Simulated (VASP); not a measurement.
CoO:

```
CELL_PARAMETERS angstrom
2.61615 0.00000 0.00000
0.00000 2.61615 0.00000
0.00000 0.00000 2.61615
ATOMIC_POSITIONS crystal
Co 0.00000 0.00000 0.00000
O 0.50000 0.50000 0.50000
```

Base run:

```yaml
Program: VASP 6.6.1
Functional: PBE
Potentials_or_basis: VASP PAW PBE potentials, release 64 (Co, O)
Cutoff: 520 eV
k_mesh: 16 × 16 × 16
Occupations: gaussian, width 0.1 eV
Spin: collinear spin, ferromagnetic start
Starting_moments: "[0.5, 0.0] μB"
```

Its results: pressure -0.6 GPa; site moments Co +2.50; O +0.44 μB.

Task: After a change of settings the same cell gave: pressure -11.0 GPa; site moments Co +1.40; O +0.09 μB. Which change was it?
A. further incar settings from ALGO = Normal; EDIFF = 1e-06; NBANDS = 18 to ALGO = Normal; EDIFF = 1e-07; NBANDS = 18; moments at the start from [0.5, 0.0] to [4.5, 0.0]
B. moments at the start from [0.5, 0.0] to [1.53, 0.1]; fixed moment from none to 1.5 μB
C. further incar settings from ALGO = Normal; EDIFF = 1e-06; NBANDS = 18 to ALGO = Normal; EDIFF = 1e-07; NBANDS = 18; moments at the start from [0.5, 0.0] to [3.0, 0.0]
D. further incar settings from ALGO = Normal; EDIFF = 1e-06; NBANDS = 18 to ALGO = Normal; EDIFF = 1e-07; NBANDS = 18; moments at the start from [0.5, 0.0] to [2.74, 0.52]

Result: B.

Caveats: a cell with one magnetic atom can't hold antiferromagnetic order, which such compounds often take; the cell stands under tension (at least some runs); the total moment is fixed, so each spin has its own Fermi level and the state may be an excited one (at least some runs).
